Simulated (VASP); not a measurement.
# Zn8S7 (a cell with a defect) in VASP: notebook, part 2 of 2

VASP 6.6.1. Earlier steps stand in the parts before.

### Step 5. Relaxation of the atoms, PBE (atoms taken out)

Contents of INCAR:

```
SYSTEM = Zn8S7
PREC = Accurate ; ENCUT = 520
EDIFF = 1E-7 ; ISMEAR = 0
SIGMA = 0.01 ; LREAL = Auto
LASPH = .TRUE. ; NELM = 60
ALGO = Normal ; ISIF = 2
LWAVE = .FALSE. ; LCHARG = .FALSE.
GGA = PE ; IBRION = 2
NSW = 65 ; EDIFFG = -0.025
```

Contents of KPOINTS:

```
Automatic mesh
0
G
  2 2 2
  0 0 0
```

Contents of POSCAR:

```
Zn8S7
1.0
    0.0000000000      0.0000000000      6.3046430491
   -3.8440669358     -6.6581192403      0.0000000000
    7.6881338714     -0.0000000001      0.0000000000
Zn S
8 7
Direct
    0.0002666737      0.1666666667      0.8333333333
    0.0002666737      0.1666666667      0.3333333333
    0.0002666737      0.6666666667      0.8333333333
    0.0002666737      0.6666666667      0.3333333333
    0.5002666737      0.3333333333      0.1666666667
    0.5002666737      0.3333333333      0.6666666667
    0.5002666737      0.8333333333      0.1666666667
    0.5002666737      0.8333333333      0.6666666667
    0.3747333263      0.1666666667      0.3333333333
    0.3747333263      0.6666666667      0.8333333333
    0.3747333263      0.6666666667      0.3333333333
    0.8747333263      0.3333333333      0.1666666667
    0.8747333263      0.3333333333      0.6666666667
    0.8747333263      0.8333333333      0.1666666667
    0.8747333263      0.8333333333      0.6666666667
```

Potentials or basis: VASP PAW PBE potentials, release 64 (Zn, S).

Command:

```sh
cat potpaw_PBE.64/Zn/POTCAR potpaw_PBE.64/S/POTCAR > POTCAR
mpirun -np 1 vasp_std > vasp.out
```

OUTCAR:

```text
SYSTEM = Zn8S7
   PREC = Accurate
   ENCUT = 520
   EDIFF = 1E-7
   ISMEAR = 0
   LREAL = Auto
   LASPH = .TRUE.
   NELM = 60
   ISIF = 2
   GGA = PE
   IBRION = 2
   NSW = 65
   EDIFFG = -0.025

 ion  position               nearest neighbor table
   1  0.000  0.167  0.833-  13 2.36  12 2.36  15 2.36
   2  0.000  0.167  0.333-  12 2.36  13 2.36  14 2.36   9 2.36
   3  0.000  0.667  0.833-  15 2.36  14 2.36  13 2.36  10 2.36
   4  0.000  0.667  0.333-  14 2.36  15 2.36  12 2.36  11 2.36
   5  0.500  0.333  0.167-   9 2.36  11 2.36  12 2.36
   6  0.500  0.333  0.667-   9 2.36  10 2.36  13 2.36
   7  0.500  0.833  0.167-  11 2.36  10 2.36   9 2.36  14 2.36
   8  0.500  0.833  0.667-  10 2.36  11 2.36  15 2.36
   9  0.375  0.167  0.333-   5 2.36   6 2.36   7 2.36   2 2.36
  10  0.375  0.667  0.833-   8 2.36   7 2.36   6 2.36   3 2.36
  11  0.375  0.667  0.333-   7 2.36   8 2.36   5 2.36   4 2.36
  12  0.875  0.333  0.167-   2 2.36   1 2.36   4 2.36   5 2.36
  13  0.875  0.333  0.667-   1 2.36   2 2.36   3 2.36   6 2.36
  14  0.875  0.833  0.167-   4 2.36   3 2.36   2 2.36   7 2.36
  15  0.875  0.833  0.667-   3 2.36   4 2.36   1 2.36   8 2.36

  LATTYP: Found a hexagonal cell.
 ALAT       =     7.6881338714
 C/A-ratio  =     0.8200485520

  Lattice vectors:

 A1 = (  -3.8440669358,  -6.6581192403,   0.0000000000)
 A2 = (   7.6881338714,  -0.0000000001,   0.0000000000)
 A3 = (   0.0000000000,   0.0000000000,   6.3046430491)

[... 327 lines left out ...]

[... ionic steps 4 to 22 ...]

--------------------------------------- Ionic step       23  -------------------------------------------

 number of electron     137.9999998 magnetization

------------------------ aborting loop because EDIFF is reached ----------------------------------------
[... 93 lines left out ...]
--------------------------------------- Ionic step       25  -------------------------------------------

 number of electron     137.9999991 magnetization

 Free energy of the ion-electron system (eV)
  ---------------------------------------------------
  ext. energy  EPLUGINS =         0.00000000
  ---------------------------------------------------
  free energy    TOTEN  =       -46.75924807 eV

  energy without entropy =      -46.75924807  energy(sigma->0) =      -46.75924807

 E-fermi :   1.8419     XC(G=0):  -9.2870

 val. band max:        1.7457214773   @ k =   0.0000   0.5000   0.0000
 cond. band min:       3.0351235601   @ k =   0.0000   0.5000   0.0000
 fundamental gap:      1.2894020828
 Fermi energy:         1.8418870352

 k-point     1 :       0.0000    0.0000    0.0000
  band No.  band energies     occupation
      1     -11.3943      2.00000
      2     -10.6501      2.00000
      3     -10.6501      2.00000
      4     -10.5987      2.00000
      5     -10.4192      2.00000
      6     -10.2656      2.00000
[... 325 lines left out ...]
     80       6.9301      0.00000
     81       7.2484      0.00000
 [bands above 81 left out]

------------------------ aborting loop because EDIFF is reached ----------------------------------------

  FORCE on cell =-STRESS in cart. coord.  units (eV):
  Direction    XX          YY          ZZ          XY          YZ          ZX
  --------------------------------------------------------------------------------------
  -------------------------------------------------------------------------------------
  Total       -4.0186186     -4.0186186     -8.3094874     -0.0000000     -0.0000000      0.0000000
  in kB      -19.9505266    -19.9505266    -41.2526456     -0.0000000     -0.0000000      0.0000000
  external PRESSURE =     -27.0512329 kB  Pullay stress =       0.0000000 kB
[... 30 lines left out ...]
  FREE ENERGIE OF THE ION-ELECTRON SYSTEM (eV)
  ---------------------------------------------------
  free  energy   TOTEN  =       -46.7592480670 eV

  energy  without entropy=      -46.7592480670  energy(sigma->0) =      -46.75924807

 reached required accuracy - stopping structural energy minimisation
```

OSZICAR:

```text
N       E                     dE             d eps       ncg     rms          rms(c)
DAV:   1     0.125235265408E+04    0.12524E+04   -0.62058E+04   656   0.201E+03
DAV:   2     0.166007952339E+03   -0.10863E+04   -0.10521E+04   656   0.489E+02
DAV:   3    -0.333080448508E+02   -0.19932E+03   -0.19355E+03   718   0.180E+02
[... 300 lines left out ...]
DAV:   3    -0.467592510875E+02    0.43921E-05   -0.13365E-04   760   0.104E-01    0.411E-02
DAV:   4    -0.467592467702E+02    0.43174E-05   -0.26080E-05   806   0.563E-02    0.254E-02
DAV:   5    -0.467592472478E+02   -0.47762E-06   -0.14034E-05   848   0.435E-02    0.660E-03
DAV:   6    -0.467592481108E+02   -0.86301E-06   -0.66581E-06   760   0.215E-02    0.602E-03
DAV:   7    -0.467592480670E+02    0.43769E-07   -0.69938E-07   708   0.105E-02
  25 F= -.46759248E+02 E0= -.46759248E+02  d E =-.609102E-03
```

Run time: 78 min. Hardware: 1 thread of Intel Xeon Platinum 8375C at 2.90GHz (Ice Lake), shared host; peak memory 0.48 GiB.

What came out:

| Item | Value |
| --- | --- |
| Free energy | -46.7592 eV |
| Energy gained by relaxing | 19.3 meV/atom |
| Ionic steps | 25 |
| Pressure after relaxing | -2.7 GPa |
| Largest force after relaxing | 0.023 eV/Å |
| Band gap on the k mesh | 1.29 eV |

Forces in eV/Å, atoms in the order of the input:
```
Zn   0.000  0.000 -0.023
Zn   0.000 -0.001  0.008
Zn  -0.001  0.000  0.008
Zn   0.001  0.000  0.008
Zn   0.016 -0.009 -0.005
Zn  -0.016 -0.009 -0.005
Zn   0.000  0.000 -0.007
Zn   0.000  0.019 -0.005
S    0.000  0.011  0.000
S    0.010 -0.006  0.000
S   -0.010 -0.006  0.000
S    0.003 -0.002  0.002
S   -0.003 -0.002  0.002
S    0.000  0.000  0.013
S    0.000  0.004  0.002
```

Stress tensor (GPa, compression positive):
```
-2.00  0.00  0.00
 0.00 -2.00  0.00
 0.00  0.00 -4.13
```

Step by step:
| step | energy change (eV) | largest force (eV/Å) | pressure (GPa) |
| --- | --- | --- | --- |
| 1 | 0.0000 | 0.5284 | -0.78 |
| 2 | -0.0501 | 0.4589 | -1.04 |
| 3 | -0.1580 | 0.2555 | -1.73 |
| 4 | -0.1700 | 0.4346 | -3.04 |
| 5 | -0.1990 | 0.3266 | -2.46 |
| 6 | -0.2287 | 0.0836 | -2.73 |
| 7 | -0.2291 | 0.0887 | -2.77 |
| 8 | -0.2328 | 0.0959 | -2.80 |
| 9 | -0.2346 | 0.1098 | -2.85 |
| 10 | -0.2378 | 0.1075 | -2.86 |
| 11 | -0.2441 | 0.0976 | -2.90 |
| 12 | -0.2427 | 0.2718 | -2.97 |
| 13 | -0.2458 | 0.1782 | -2.93 |
| 14 | -0.2481 | 0.1737 | -2.95 |
| 15 | -0.2538 | 0.1601 | -2.97 |
| 16 | -0.2593 | 0.1287 | -3.01 |
| 17 | -0.2648 | 0.1204 | -3.01 |
| 18 | -0.2754 | 0.1782 | -2.99 |
| 19 | -0.2648 | 0.3042 | -2.86 |
| 20 | -0.2770 | 0.2069 | -2.96 |
| 21 | -0.2835 | 0.1060 | -2.92 |
| 22 | -0.2872 | 0.0895 | -2.83 |
| 23 | -0.2887 | 0.0394 | -2.78 |
| 24 | -0.2889 | 0.0356 | -2.75 |
| 25 | -0.2895 | 0.0232 | -2.71 |

Final structure:
```xyz
15
Lattice="0.0000 0.0000 6.3046 -3.8441 -6.6581 0.0000 7.6881 0.0000 0.0000" Properties=species:S:1:pos:R:3 pbc="T T T"
Zn    5.7661   -1.1097    0.7055
Zn    1.9220   -1.1462    6.1921
Zn    3.8125   -4.4205    6.1921
Zn    0.0316   -4.4205    6.1921
Zn   -0.0326   -2.2005    3.1401
Zn    3.8767   -2.2005    3.1401
Zn   -1.9220   -5.5484    3.1027
Zn    1.9220   -5.5861    3.1401
S     1.9220   -1.1220    2.2995
S     3.8334   -4.4326    2.2995
S     0.0106   -4.4326    2.2995
S    -0.0914   -2.1666    5.5084
S     3.9355   -2.1666    5.5084
S    -1.9220   -5.5484    5.4551
S     1.9220   -5.6540    5.5084
```

Caveat: the k points lie up to 0.50 Å⁻¹ apart; the cell differs from its parent crystal (atoms taken out).

### Step 6. Relaxation of the atoms, PBE (atoms taken out)

Contents of INCAR:

```
SYSTEM = Zn8S7
PREC = Accurate
ENCUT = 520
EDIFF = 1E-6
ISMEAR = 0
SIGMA = 0.01
LREAL = Auto
LASPH = .True.
NELM = 80
ALGO = Normal
ISIF = 2
LWAVE = .False.
LCHARG = .False.
GGA = PE
IBRION = 2
NSW = 65
EDIFFG = -0.025
NELECT = 136.0
```

Contents of KPOINTS:

```
Automatic mesh
0
Gamma
  2 2 2
  0 0 0
```

Contents of POSCAR:

```
Zn8S7
1.0
    0.0000000000      0.0000000000      6.3046430491
   -3.8440669358     -6.6581192403      0.0000000000
    7.6881338714     -0.0000000001      0.0000000000
Zn S
8 7
Direct
   -0.1045667854      0.1666666667      0.8333333333
    0.0071292536      0.1598461622      0.3299230811
    0.0071292536      0.6700769189      0.8401538378
    0.0071292536      0.6700769189      0.3299230811
    0.5137067258      0.3452242217      0.1904484435
    0.5137067258      0.3452242217      0.6547757783
    0.5113418746      0.8333333333      0.1666666667
    0.5137067258      0.8095515565      0.6547757783
    0.3776397319      0.1630519960      0.3315259980
    0.3776397319      0.6684740020      0.8369480040
    0.3776397319      0.6684740020      0.3315259980
    0.8810893791      0.3372538545      0.1745077090
    0.8810893791      0.3372538545      0.6627461455
    0.8797963136      0.8333333333      0.1666666667
    0.8810893791      0.8254922910      0.6627461455
```

Potentials or basis: VASP PAW PBE potentials, release 64 (Zn, S).

Command:

```sh
cat potpaw_PBE.64/Zn/POTCAR potpaw_PBE.64/S/POTCAR > POTCAR
mpirun -np 1 vasp_std > vasp.out
```

Run time: 21 min. Hardware: 1 thread of Oxide Virtual Turin-like, shared host; peak memory 0.45 GiB.

Results (log left out):

- Free energy: -52.4944 eV
- Energy gained by relaxing: 35.1 meV/atom
- Ionic steps: 10
- Largest force after relaxing: 0.018 eV/Å

Forces on the atoms (eV/Å):
```
Zn   0.000  0.000 -0.018
Zn   0.000  0.000  0.012
Zn   0.000  0.000  0.012
Zn   0.000  0.000  0.012
Zn   0.009 -0.005 -0.007
Zn  -0.009 -0.005 -0.007
Zn   0.000  0.000  0.005
Zn   0.000  0.010 -0.007
S    0.000  0.014  0.002
S    0.012 -0.007  0.002
S   -0.012 -0.007  0.002
S    0.006 -0.004 -0.008
S   -0.006 -0.004 -0.008
S    0.000  0.000  0.018
S    0.000  0.007 -0.008
```

Step by step:
| step | energy change (eV) | largest force (eV/Å) | pressure (GPa) |
| --- | --- | --- | --- |
| 1 | 0.0000 | 1.1782 | -5.67 |
| 2 | -0.2106 | 0.9207 | -5.25 |
| 3 | -0.4071 | 0.7098 | -4.32 |
| 4 | -0.5105 | 0.2540 | -4.33 |
| 5 | -0.5218 | 0.1391 | -4.31 |
| 6 | -0.5256 | 0.0686 | -4.36 |
| 7 | -0.5258 | 0.0912 | -4.39 |
| 8 | -0.5267 | 0.0325 | -4.38 |
| 9 | -0.5267 | 0.0286 | -4.38 |
| 10 | -0.5271 | 0.0184 | -4.37 |

Final structure:
```
Zn S
1.0
     0.00000    0.00000    6.30464
    -3.84407   -6.65812    0.00000
     7.68813    0.00000    0.00000
Zn S
8 7
Direct
  0.90063 0.16667 0.83333
  0.00101 0.15944 0.32972
  0.00101 0.67028 0.84056
  0.00101 0.67028 0.32972
  0.52283 0.36496 0.22992
  0.52283 0.36496 0.63504
  0.51802 0.83333 0.16667
  0.52283 0.77008 0.63504
  0.37216 0.15922 0.32961
  0.37216 0.67039 0.84078
  0.37216 0.67039 0.32961
  0.87922 0.33591 0.17182
  0.87922 0.33591 0.66409
  0.88096 0.83333 0.16667
  0.87922 0.82818 0.66409
```

Levels at points of the mesh, in eV from the Fermi level:
```csv
k point,band 65,band 66,band 67,band 68,band 69,band 70,band 71,band 72
"(0.00, 0.00, 0.00)",-0.64,-0.36,-0.06,-0.06,1.64,2.40,3.19,3.92
"(0.50, 0.00, 0.00)",-0.86,-0.86,-0.32,-0.32,1.75,2.80,3.32,3.85
"(0.00, 0.50, 0.00)",-0.94,-0.87,-0.45,-0.27,2.89,3.24,3.55,4.22
"(0.50, 0.50, 0.00)",-1.28,-1.10,-1.00,-0.82,2.76,3.42,3.85,3.92
```

Caveat: the k points lie up to 0.50 Å⁻¹ apart; the cell carries a net charge on a neutralising background, which shifts energy and pressure; the cell differs from its parent crystal (atoms taken out); the cell is charged against a uniform background, so pressure and absolute levels hang on convention.
